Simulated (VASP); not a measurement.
# Si6HC6 in VASP: notebook

Si6HC6 is run at these levels: PBE+D3(BJ); tasks: single point.

Everything below comes from runs of VASP 6.6.1. Logs are shortened: lines on timing, memory, paths and dates and some standing lists are left out, and cuts for length are marked.

## (1) The cell of the first run

The cell holds a slab with vacuum, 26 atoms: a = 6.150 Å, b = 6.150 Å, c = 23.649 Å, α = 90.00°, β = 90.00°, γ = 120.00°.

## (2) Single point, PBE+D3(BJ)

The input, INCAR:

```
PREC     = Accurate       # precision mode
ENCUT    = 520            # plane-wave cutoff, eV
EDIFF    = 1E-6           # SCF threshold, eV
ISMEAR   = 0              # smearing method
SIGMA    = 0.05           # smearing width, eV
LREAL    = Auto         
LASPH    = True           # aspherical terms in the spheres
NELM     = 100            # most SCF steps
ALGO     = Fast           # electronic algorithm
ISIF     = 2              # what is computed and relaxed
LWAVE    = False          # write WAVECAR
LCHARG   = False          # write CHGCAR
LDIPOL   = True         
IDIPOL   = 3            
DIPOL    = 0.5 0.5 0.471
GGA      = PE             # functional
IVDW     = 12             # dispersion correction
NBANDS   = 68             # bands
```

The input, KPOINTS:

```
regular mesh
0
Gamma
  3 3 1
```

The input, POSCAR:

```
Si6HC6
1.0
    6.1499993378      0.0000000000      0.0000000000
   -3.0749996689      5.3260556598      0.0000000000
    0.0000000000      0.0000000000     23.6491351110
C Si H
12 12 2
Direct
    0.5000000000      0.0000000000      0.3382787558
    0.5000000000      0.5000000000      0.3382787558
    0.0000000000      0.0000000000      0.3382787558
    0.0000000000      0.5000000000      0.3382787558
    0.6666666667      0.8333333333      0.4444444444
    0.6666666667      0.3333333333      0.4444444444
    0.1666666667      0.8333333333      0.4444444444
    0.1666666667      0.3333333333      0.4444444444
    0.8322174589      0.6677694701      0.5515425747
    0.8355384344      0.1670083476      0.5520145424
    0.3330288364      0.6645076134      0.5520092152
    0.3311936155      0.1688247703      0.5520298572
    0.1666666667      0.8333333333      0.3648201779
    0.1666666667      0.3333333333      0.3648201779
    0.6666666667      0.8333333333      0.3648201779
    0.6666666667      0.3333333333      0.3648201779
    0.3325265680      0.6670354479      0.4688664845
    0.3334286129      0.1665750469      0.4693423462
    0.8337997950      0.6662128933      0.4697815692
    0.8329815135      0.1674902990      0.4688661976
    0.5020392189      0.5009844852      0.5787030069
    0.4999437060      0.0000688963      0.5654012427
   -0.0006560028      0.5006694315      0.5740541517
   -0.0009785995     -0.0020540610      0.5786827049
   -0.0023424426      0.0000003306      0.6419656698
   -0.5001353450     -0.4976981039      0.6419949231
```

Potentials or basis: VASP PAW PBE potentials, release 64 (C, Si, H).

Run with:

```sh
cat potpaw_PBE.64/C/POTCAR potpaw_PBE.64/Si/POTCAR potpaw_PBE.64/H/POTCAR > POTCAR
mpirun -np 1 vasp_std > vasp.out
```

OUTCAR:

```text
PREC = Accurate
   ENCUT = 520
   EDIFF = 1E-6
   ISMEAR = 0
   LREAL = Auto
   LASPH = True
   NELM = 100
   ISIF = 2
   GGA = PE
   IVDW = 12
 IVDW          = 12

 ion  position               nearest neighbor table
   1  0.500  0.000  0.338-  13 1.88  16 1.88  15 1.88
   2  0.500  0.500  0.338-  14 1.88  15 1.88  16 1.88
   3  0.000  0.000  0.338-  15 1.88  14 1.88  13 1.88
   4  0.000  0.500  0.338-  16 1.88  13 1.88  14 1.88
   5  0.667  0.833  0.444-  17 1.87  20 1.87  19 1.88  15 1.88
   6  0.667  0.333  0.444-  20 1.86  18 1.87  19 1.87  16 1.88
   7  0.167  0.833  0.444-  17 1.86  18 1.87  19 1.87  13 1.88
   8  0.167  0.333  0.444-  20 1.87  17 1.87  18 1.87  14 1.88
   9  0.832  0.668  0.552-  23 1.86  24 1.87  21 1.87  19 1.93
  10  0.836  0.167  0.552-  22 1.82  23 1.85  24 1.88  20 1.97
  11  0.333  0.665  0.552-  22 1.82  23 1.85  21 1.88  17 1.97
  12  0.331  0.169  0.552-  22 1.83  24 1.88  21 1.88  18 1.96
  13  0.167  0.833  0.365-   1 1.88   4 1.88   7 1.88   3 1.88  17 3.03  18 3.04  19 3.05  15 3.07
                            15 3.07  14 3.07  14 3.07  16 3.07  16 3.07
  14  0.167  0.333  0.365-   2 1.88   3 1.88   8 1.88   4 1.88  20 3.04  17 3.04  18 3.04  16 3.07
                            16 3.07  15 3.07  13 3.07  13 3.07  15 3.07
  15  0.667  0.833  0.365-   3 1.88   2 1.88   5 1.88   1 1.88  17 3.04  20 3.04  19 3.05  13 3.07
                            13 3.07  14 3.07  16 3.07  16 3.07  14 3.07
  16  0.667  0.333  0.365-   4 1.88   1 1.88   6 1.88   2 1.88  20 3.03  18 3.04  19 3.05  14 3.07
                            14 3.07  13 3.07  15 3.07  15 3.07  13 3.07
  17  0.333  0.667  0.469-   7 1.86   8 1.87   5 1.87  11 1.97  22 2.89  13 3.03  14 3.04  15 3.04
                            23 3.06  19 3.06  18 3.07  20 3.07  20 3.08  18 3.08  19 3.09
  18  0.333  0.167  0.469-   6 1.87   7 1.87   8 1.87  12 1.96  22 2.88  16 3.04  13 3.04  14 3.04
                            17 3.07  20 3.07  19 3.07  19 3.08  20 3.08  17 3.08  24 3.14  21 3.14
  19  0.834  0.666  0.470-   7 1.87   6 1.87   5 1.88   9 1.93  23 3.03  13 3.05  16 3.05  15 3.05
                            20 3.06  17 3.06  18 3.07  18 3.08  17 3.09  20 3.09  24 3.12  21 3.12
  20  0.833  0.167  0.469-   6 1.86   8 1.87   5 1.87  10 1.97  22 2.89  16 3.03  14 3.04  15 3.04
                            23 3.06  19 3.06  18 3.07  17 3.07  17 3.08  18 3.08  19 3.09
  21  0.502  0.501  0.579-  26 1.50   9 1.87  12 1.88  11 1.88  24 3.06  23 3.06  22 3.09  22 3.09
                            23 3.09  24 3.09  19 3.12  18 3.14
  22  0.500  0.000  0.565-  11 1.82  10 1.82  12 1.83  18 2.88  17 2.89  20 2.89  23 3.08  23 3.08
                            24 3.09  21 3.09  24 3.09  21 3.09
  23  0.999  0.501  0.574-  10 1.85  11 1.85   9 1.86  19 3.03  20 3.06  17 3.06  24 3.06  21 3.06
                            22 3.08  22 3.08  21 3.09  24 3.09
  24  0.999  0.998  0.579-  25 1.50   9 1.87  12 1.88  10 1.88  21 3.06  23 3.06  22 3.09  22 3.09
                            23 3.09  21 3.09  19 3.12  18 3.14
  25  0.998  0.000  0.642-  24 1.50
  26  0.500  0.502  0.642-  21 1.50

  LATTYP: Found a hexagonal cell.
 ALAT       =     6.1499993378
 C/A-ratio  =     3.8453882370

  Lattice vectors:

 A1 = (   6.1499993378,   0.0000000000,   0.0000000000)
 A2 = (  -3.0749996689,   5.3260556598,   0.0000000000)
 A3 = (   0.0000000000,   0.0000000000,  23.6491351110)

Analysis of symmetry for initial positions (statically):
=====================================================================
 Subroutine PRICEL returns:
 Original cell was already a primitive cell.

 Routine SETGRP: Setting up the symmetry group for a
 hexagonal supercell.

 Subroutine GETGRP returns: Found  1 space group operations
 (whereof  1 operations were pure point group operations)
 out of a pool of 24 trial point group operations.

The static configuration has the point symmetry C_1 .

Analysis of symmetry for dynamics (positions and initial velocities):
=====================================================================
 Subroutine PRICEL returns:
 Original cell was already a primitive cell.

 Routine SETGRP: Setting up the symmetry group for a
 hexagonal supercell.

 Subroutine GETGRP returns: Found  1 space group operations
 (whereof  1 operations were pure point group operations)
 out of a pool of 24 trial point group operations.

The dynamic configuration has the point symmetry C_1 .

 Subroutine INISYM returns: Found  1 space group operations
 (whereof  1 operations are pure point group operations),
 and found     1 'primitive' translations

----------------------------------------------------------------------------------------

                                     Primitive cell

  volume of cell :     774.6331
[... 83 lines left out ...]

  Shift w.r.t. Gamma in fractional coordinates (k-lattice)
     0.000000000  0.000000000  0.000000000

 Subroutine IBZKPT returns following result:
 ===========================================

 Found      5 irreducible k-points:

 Following reciprocal coordinates:
            Coordinates               Weight
  0.000000  0.000000  0.000000      1.000000
  0.333333  0.000000  0.000000      2.000000
  0.000000  0.333333  0.000000      2.000000
 -0.333333  0.333333  0.000000      2.000000
  0.333333  0.333333  0.000000      2.000000
   k-points           NKPTS =      5   k-points in BZ     NKDIM =      5   number of bands    NBANDS=     68
   number of dos      NEDOS =    301   number of ions     NIONS =     26
   total plane-waves  NPLWV = 414720
   dimension x,y,z NGX =    48 NGY =   48 NGZ =  180
   dimension x,y,z NGXF=    96 NGYF=   96 NGZF=  360
   ions per type =              12  12   2
   NGX,Y,Z   is equivalent  to a cutoff of  12.98, 12.98, 12.65 a.u.
   NGXF,Y,Z  is equivalent  to a cutoff of  25.95, 25.95, 25.31 a.u.
 SYSTEM =  unknown system
   PREC   = accura    normal or accurate (medium, high low for compatibility)
   ISTART =      0    job   : 0-new  1-cont  2-samecut
   ICHARG =      2    charge: 1-file 2-atom 10-const
   ISPIN  =      1    spin polarized calculation?
   LNONCOLLINEAR =      F non collinear calculations
   LSORBIT =      F    spin-orbit coupling
   LASPH  =      T    aspherical Exc in radial PAW
   ENCUT  =  520.0 eV  38.22 Ry    6.18 a.u.  11.43 11.43 43.97*2*pi/ulx,y,z
   NELM   =    100;   NELMIN=  2; NELMDL= -5     # of ELM steps
   EDIFF  = 0.1E-05   stopping-criterion for ELM
   LREAL  =      T    real-space projection
   EDIFFG = 0.1E-04   stopping-criterion for IOM
   NSW    =      0    number of steps for IOM
   IBRION =     -1    ionic relax: 0-MD 1-quasi-New 2-CG
   NFREE  =      0    steps in history (QN), initial steepest desc. (CG)
   ISIF   =      2    stress and relaxation
   ISYM   =      2    0-nonsym 1-usesym 2-fastsym
   POTIM  = 0.5000    time-step for ionic-motion
   TEBEG  =    0.0;   TEEND  =   0.0 temperature during run
   PSTRESS=    0.0 pullay stress
   NELECT =      98.0000    total number of electrons
   NUPDOWN=      -1.0000    fix difference up-down
   EMIN   =  10.00;   EMAX   =-10.00  energy-range for DOS
   EFERMI =   0.00;   METHOD = LEGACY
   ISMEAR =     0;   SIGMA  =   0.05  broadening in eV -4-tet -1-fermi 0-gaus
   EFERMI_NEDOS =   21; number of points for ismear=-14 and -15
   IALGO  =     68    algorithm
   IMIX   =      4    mixing-type and parameters
     AMIX     =   0.40;   BMIX     =  1.00
     AMIX_MAG =   1.60;   BMIX_MAG =  1.00
  volume/ion in A,a.u.               =      29.79       201.06
  Fermi-wavevector in a.u.,A,eV,Ry     =   0.821835  1.553044  9.189558  0.675413
  Thomas-Fermi vector in A             =   1.933064
   LORBIT       =      0    0 simple, 1 ext, 2 COOP (PROOUT), +10 PAW based schemes
   GGA     = PE    functional components
   LHFCALC =     F    Hartree Fock is set to
   AEXX    =    0.0000 exact exchange contribution
   IVDW    =    12    specifies the selected vdW correction
   LEPSILON=     F    determine dielectric tensor
   LRPA    =     F    only Hartree local field effects (RPA)
 non-spin polarized calculation
 RMM-DIIS sequential band-by-band and
 Gauss-broadening in eV      SIGMA  =   0.05
  energy-cutoff  :      520.00
  volume of cell :      774.63
 maximum number of plane-waves:     20907
 NGX is ok and might be reduce to    48
   NGX = 23   NGY = 23   NGZ = 87

 dipolmoment           0.000000      0.000000      0.709246 electrons x Angstroem

 number of electron      97.9999999 magnetization

 dipolmoment           0.000000      0.000000     -0.488384 electrons x Angstroem

 Free energy of the ion-electron system (eV)
  ---------------------------------------------------
  ext. energy  EPLUGINS =         0.00000000
  ---------------------------------------------------
  free energy    TOTEN  =      -174.42234291 eV

  energy without entropy =     -174.37828744  energy(sigma->0) =     -174.40031518

 E-fermi :  -0.6672     XC(G=0):  -4.4429

 val. band max:       -0.6867378370   @ k =   0.3333   0.3333   0.0000
 cond. band min:      -0.6661195106   @ k =   0.3333   0.0000   0.0000
 fundamental gap:      0.0206183263
 Fermi energy:        -0.6671824393

 k-point     1 :       0.0000    0.0000    0.0000
  band No.  band energies     occupation
      1     -17.0549      2.00000
      2     -15.6242      2.00000
      3     -13.8807      2.00000
      4     -13.8180      2.00000
      5     -13.7238      2.00000
      6     -13.4313      2.00000
[... 309 lines left out ...]
     60       3.6456      0.00000
     61       3.7636      0.00000
 [bands above 61 left out]

------------------------ aborting loop because EDIFF is reached ----------------------------------------

 vacuum level on the upper side and lower side of the slab       (xc-potential included)        -1.391         1.238

 Edisp (eV)   -5.68350

 E8    (eV) :    -2.2012

  FORCE on cell =-STRESS in cart. coord.  units (eV):
  Direction    XX          YY          ZZ          XY          YZ          ZX
  --------------------------------------------------------------------------------------
  -------------------------------------------------------------------------------------
  Total       0.79217     0.91290     1.61581     0.10035     0.21200    -0.36170
  in kB       1.63846     1.88816     3.34199     0.20756     0.43847    -0.74811
  external pressure =        2.29 kB  Pullay stress =        0.00 kB

 VOLUME and BASIS-vectors are now :
 -----------------------------------------------------------------------------
  energy-cutoff  :      520.00
  volume of cell :      774.63
      direct lattice vectors                 reciprocal lattice vectors
     6.149999338  0.000000000  0.000000000     0.162601644  0.093878103  0.000000000
    -3.074999669  5.326055660  0.000000000     0.000000000  0.187756205  0.000000000
     0.000000000  0.000000000 23.649135111     0.000000000  0.000000000  0.042284844

 POSITION                                       TOTAL-FORCE (eV/Angst)
 -----------------------------------------------------------------------------------
      3.07500      0.00000      8.00000         0.053853     -0.031288      2.154186
      1.53750      2.66303      8.00000        -0.037214     -0.040787      2.181281
      0.00000      0.00000      8.00000         0.016778      0.052624      2.181229
     -1.53750      2.66303      8.00000         0.088464     -0.050990      2.192936
      1.53750      4.43838     10.51073         0.047927     -0.026499      0.883046
      3.07500      1.77535     10.51073        -0.060776      0.087957      1.003178
[... 18 lines left out ...]
      6.13559      0.00000     15.18193         0.000617     -0.002676     -0.023283
      1.52959      2.67529     15.18262         0.003693      0.001300     -0.027434
 -----------------------------------------------------------------------------------
    total drift:                               -0.001245      0.000814      0.061535

  FREE ENERGIE OF THE ION-ELECTRON SYSTEM (eV)
  ---------------------------------------------------
  free  energy   TOTEN  =      -180.1058416500 eV

  energy  without entropy=     -180.0617861788  energy(sigma->0) =     -180.08381391

 vacuum level on the upper side and lower side of the slab         3.283         5.972
```

Wall time 11 min (1 thread of Oxide Virtual Turin-like, shared host); peak memory 0.83 GiB.

Results:

| Quantity | Value |
| --- | --- |
| Free energy | -180.1058 eV |
| Largest force | 3.276 eV/Å |
| Band gap on the k mesh | zero (bands 49 and 50 overlap by 0.02 eV) |
| Dispersion energy per atom | -0.219 eV |

Forces on the atoms (eV/Å):
```
C    0.054 -0.031  2.154
C   -0.037 -0.041  2.181
C    0.017  0.053  2.181
C    0.088 -0.051  2.193
C    0.048 -0.026  0.883
C   -0.061  0.088  1.003
C   -0.106  0.010  1.004
C   -0.038  0.023  0.996
C   -0.010  0.004  0.007
C    0.022 -0.020 -0.009
C    0.027 -0.014 -0.005
C    0.001  0.000  0.000
Si  -0.003 -0.030 -3.018
Si  -0.008  0.005 -3.246
Si   0.018 -0.010 -3.276
Si   0.025  0.018 -3.018
Si   0.004  0.001  0.000
Si  -0.001  0.001  0.002
Si  -0.004  0.000 -0.009
Si  -0.001 -0.005  0.001
Si  -0.019  0.005 -0.004
Si  -0.007  0.007  0.011
Si   0.001  0.002  0.017
Si  -0.013  0.014  0.000
H    0.001 -0.003 -0.023
H    0.004  0.001 -0.027
```

Caveat: the k points lie up to 0.39 Å⁻¹ apart.

## (3) Single point, PBE+D3(BJ)

The input, INCAR:

```
SYSTEM = Si6HC6
  PREC = Accurate
  ENCUT = 520
  EDIFF = 1E-7
  ISMEAR = 0
  SIGMA = 0.05
  LREAL = Auto
  LASPH = .TRUE.
  NELM = 80
  ALGO = Fast
  ISIF = 2
  LWAVE = .FALSE.
  LCHARG = .FALSE.
  LDIPOL = .TRUE.
  IDIPOL = 3
  DIPOL = 0.5 0.5 0.471
  GGA = PE
  IVDW = 12
  NBANDS = 68
```

The input, KPOINTS:

```
Automatic mesh
0
G
  3 3 1
  0 0 0
```

POSCAR is that of step 2.

Potentials or basis: VASP PAW PBE potentials, release 64 (C, Si, H).

Run with:

```sh
cat potpaw_PBE.64/C/POTCAR potpaw_PBE.64/Si/POTCAR potpaw_PBE.64/H/POTCAR > POTCAR
mpirun -np 1 vasp_std > vasp.out
```

Wall time 12 min (1 thread of Oxide Virtual Turin-like, shared host); peak memory 0.85 GiB.

Results (log left out):

| Quantity | Value |
| --- | --- |
| Free energy | -180.1058 eV |
| Largest force | 3.276 eV/Å |
| Band gap on the k mesh | zero (bands 49 and 50 overlap by 0.02 eV) |
| Dispersion energy per atom | -0.219 eV |

Forces on the atoms (eV/Å):
```
C    0.054 -0.031  2.154
C   -0.037 -0.041  2.181
C    0.017  0.053  2.181
C    0.088 -0.051  2.193
C    0.048 -0.027  0.883
C   -0.061  0.088  1.003
C   -0.106  0.010  1.004
C   -0.038  0.023  0.996
C   -0.010  0.004  0.007
C    0.022 -0.020 -0.009
C    0.027 -0.014 -0.005
C    0.001  0.000  0.000
Si  -0.003 -0.030 -3.018
Si  -0.008  0.005 -3.246
Si   0.017 -0.010 -3.276
Si   0.025  0.018 -3.018
Si   0.004  0.001  0.000
Si  -0.001  0.001  0.002
Si  -0.004  0.000 -0.009
Si  -0.001 -0.005  0.001
Si  -0.019  0.005 -0.004
Si  -0.007  0.007  0.011
Si   0.001  0.002  0.017
Si  -0.013  0.014  0.000
H    0.001 -0.003 -0.023
H    0.004  0.001 -0.027
```

Levels at points of the mesh, in eV from the Fermi level:
| k point | band 46 | band 47 | band 48 | band 49 | band 50 | band 51 | band 52 | band 53 |
| --- | --- | --- | --- | --- | --- | --- | --- | --- |
| (0.00, 0.00, 0.00) | -0.42 | -0.06 | -0.05 | -0.04 | 0.07 | 0.07 | 0.19 | 1.15 |

Caveat: the k points lie up to 0.39 Å⁻¹ apart.

(Continued in part 2 of 2.)

The gap in the log of VASP goes by the Fermi energy; the results here count the filled bands.